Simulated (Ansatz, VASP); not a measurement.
**ZnS in VASP and in Ansatz**

File POSCAR:

```
ZnS
1.0
    3.8109987816      0.0000000000      0.0000000000
   -1.9054993908      3.3004217586      0.0000000000
    0.0000000000      0.0000000000      6.2340000000
Zn S
2 2
Direct
    0.3333333333      0.6666666667      0.0000000000
    0.6666666667      0.3333333333      0.5000000000
    0.3960608385      0.7125863875      0.4093109473
    0.7293941718      0.3792530541      0.9093109473
```

Contents of INCAR.step1:

```
SYSTEM = ZnS
ALGO = Normal
EDIFF = 1E-4
ENCUT = 520
GGA = PE
ISMEAR = 0
LASPH = .TRUE.
LCHARG = .FALSE.
LREAL = .FALSE.
LWAVE = .TRUE.
NBANDS = 26
NELM = 80
PREC = Accurate
SIGMA = 0.05
```

The input INCAR.step2:

```
SYSTEM = ZnS
ALGO = Normal
EDIFF = 1E-6
ENCUT = 520
ISIF = 2
ISMEAR = 0
ISTART = 1
LASPH = .TRUE.
LCHARG = .FALSE.
LMIXTAU = .TRUE.
LREAL = .FALSE.
LWAVE = .FALSE.
METAGGA = R2SCAN
NBANDS = 26
NELM = 80
PREC = Accurate
SIGMA = 0.05
```

The input KPOINTS:

```
k-points
0
G
  6 6 4
  0 0 0
```

Input for Ansatz:

```yaml
crystal:
  lattice:
    - [3.8109987816, 0.0, 0.0]
    - [-1.9054993908, 3.3004217586, 0.0]
    - [0.0, 0.0, 6.234]
  atoms:
    - { symbol: Zn, position: [0.3333333333, 0.6666666667, 0.0] }
    - { symbol: Zn, position: [0.6666666667, 0.3333333333, 0.5] }
    - { symbol: S, position: [0.3960608385, 0.7125863875, 0.4093109473] }
    - { symbol: S, position: [0.7293941718, 0.3792530541, 0.9093109473] }
basis:
  ecutwfc: 500
kpoints:
  mp_grid: { grid: [6, 6, 4] }
hamiltonian:
  xc: r2scan
scf:
  occupations: { method: gaussian, width: 0.05 }
output:
  forces: true
  stress: true
  eigenvalues: true
```

Change from the starting cell: all S atoms moved +0.263 Å, as atom 3 along Cartesian [1 1 1].

Alike in both runs: task single point; functional r2SCAN; k mesh 6 × 6 × 4; occupations gaussian, width 0.05 eV; no spin polarisation.

|  | VASP | Ansatz |
| --- | --- | --- |
| version | VASP 6.6.1 | Ansatz 0.2.0 |
| potentials or method | VASP PAW PBE potentials, release 64 (Zn, S), cutoff 520 eV | scalar-relativistic, plane waves, PAW |
| valence electrons in the cell | 36 | 36 |

```tsv
	VASP	Ansatz	Ansatz less VASP
gap on the k mesh at the Fermi level (eV)	2.85	2.84	-0.008
least direct gap on the mesh (eV)	2.85	2.84	-0.008
pressure (GPa)	3.8	3.6	-0.14
traceless stress, the component that is largest in VASP (GPa)	-5.36	-5.26	+0.100
rms of the force components (eV/Å)	1.375	1.359	-0.0153
```

VASP's potentials were made for PBE, not for r2SCAN. Atom by atom the forces differ by 0.016 eV/Å (rms over components). With one functional, cell and mesh, what is left measures potentials, basis and numerics.
